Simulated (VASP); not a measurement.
The system is Ir.

```
Ir
1.0
     2.75138    0.00000    0.00000
    -1.37569    2.38276    0.00000
     0.00000    0.00000    4.46229
Ir
2
Direct
  0.66667 0.33333 0.75000
  0.33333 0.66667 0.25000
```

Base run:

| Quantity | Value |
| --- | --- |
| Program | VASP 6.6.1 |
| Functional | r2SCAN |
| Potentials or basis | VASP PAW PBE potentials, release 64 (Ir) |
| Cutoff | 520 eV |
| k mesh | 14 × 14 × 8 |
| Occupations | fermi-dirac, width 0.08 eV |
| Spin | collinear spin, ferromagnetic start |
| Starting moments | [0.5, 0.5] μB |
| Fixed moment | 1 μB |

Its results: pressure -4.5 GPa; site moments Ir +0.50 μB.

**Question.** The run is repeated on the same cell with these changes: fixed moment from 1 μB to 0.7 μB; moments at the start from [0.5, 0.5] to [0.35, 0.35]. What comes out?

**Answer.** Pressure -5.5 GPa; site moments Ir +0.35 μB.

Caveats: the PAW data sets were made with another functional, which shifts forces and pressure a little; the total moment is fixed, so each spin has its own Fermi level.
